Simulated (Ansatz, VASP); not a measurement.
## Bi in VASP and in Ansatz

Contents of INCAR:

```
PREC = Accurate ; ENCUT = 520
EDIFF = 1E-6 ; ISMEAR = 0
SIGMA = 0.05 ; LREAL = F
LASPH = T ; NELM = 80
ALGO = Normal ; ISIF = 2
LWAVE = F ; LCHARG = F
GGA = PE ; NBANDS = 22
```

The input KPOINTS:

```
regular mesh
0
Gamma
  12 12 12
```

The input POSCAR:

```
Bi
1.0
    2.2675000000      1.3091417354      3.9380000000
   -2.2675000000      1.3091417354      3.9380000000
    0.0000000000     -2.6182834708      3.9380000000
Bi
2
Direct
    0.2340000000      0.2340000000      0.2340000000
    0.7660000000      0.7660000000      0.7660000000
```

Input for Ansatz:

```yaml
crystal:
  lattice:
    - [2.2675, 1.3091417354, 3.938]
    - [-2.2675, 1.3091417354, 3.938]
    - [0.0, -2.6182834708, 3.938]
  atoms:
    - { symbol: Bi, position: [0.234, 0.234, 0.234] }
    - { symbol: Bi, position: [0.766, 0.766, 0.766] }
basis:
  ecutwfc: 420
kpoints:
  mp_grid: { grid: [12, 12, 12] }
hamiltonian:
  xc: pbe
scf:
  occupations: { method: gaussian, width: 0.05 }
output:
  forces: true
  eigenvalues: true
  eigenstates:
    nscf_kmesh: { grid: [24, 24, 24] }
    top_band: c6
    de_dk: true
    localisation: false
  stress: true
checkpoint:
  write: ck
  compress: false
  write_wavefunctions: false
  write_every: 100000
```

Alike in both runs: task single point; functional PBE; k mesh 12 × 12 × 12; occupations gaussian, width 0.05 eV; no spin polarisation.

```csv
,VASP,Ansatz
version,VASP 6.6.1,Ansatz 0.2.0
potentials or method,"VASP PAW PBE potentials, release 64 (Bi_d), cutoff 520 eV","scalar-relativistic, plane waves, PAW"
valence electrons in the cell,30,30
```

VASP gave:

```
pressure (GPa)                                                : 2.2
traceless stress, the component that is largest in VASP (GPa) : 0.05
rms of the force components (eV/Å)                            : 0.132
```

**Question.** Estimate Ansatz's values.

**Answer.** Pressure (GPa): 2.2; traceless stress, the component that is largest in VASP (GPa): 0.05; rms of the force components (eV/Å): 0.128.

Atom by atom the forces differ by 0.004 eV/Å (rms over components). With one functional, cell and mesh, what is left measures potentials, basis and numerics.

Neither program's run includes spin-orbit coupling.
